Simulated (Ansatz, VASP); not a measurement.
## Two plane-wave programs on SnO2

```
Sn O
1.0
     5.17526    0.00000    0.00000
     0.00000    5.17526    0.00000
     0.00000    0.00000    5.17526
Sn O
4 8
Direct
  0.00000 0.00000 0.00000
  0.50000 0.00000 0.50000
  0.50000 0.50000 0.00000
  0.00000 0.50000 0.50000
  0.66110 0.83890 0.16110
  0.83890 0.16110 0.66110
  0.16110 0.66110 0.83890
  0.33890 0.33890 0.33890
  0.66110 0.66110 0.66110
  0.83890 0.33890 0.16110
  0.16110 0.83890 0.33890
  0.33890 0.16110 0.83890
```

Alike in both runs: functional PBE; k mesh 4 × 4 × 4; occupations fermi-dirac, width 0.05 eV; no spin polarisation.

```csv
,VASP,Ansatz
version,VASP 6.6.1,Ansatz 0.2.0
potentials or method,"VASP PAW PBE potentials, release 64 (Sn_d, O)",Ansatz PAW
plane-wave cutoff (eV),520,420
valence electrons in the cell,104,104
task,single point,band structure
```

|  | VASP | Ansatz | Ansatz less VASP |
| --- | --- | --- | --- |
| gap on the k mesh at the Fermi level (eV) | 0.56 | 0.57 | +0.009 |
| least direct gap on the mesh (eV) | 0.62 | 0.63 | +0.008 |
| pressure (GPa) | 0.0 | -0.6 | -0.57 |

The functional is the same, so the differences come from potentials, cutoffs and numerics.
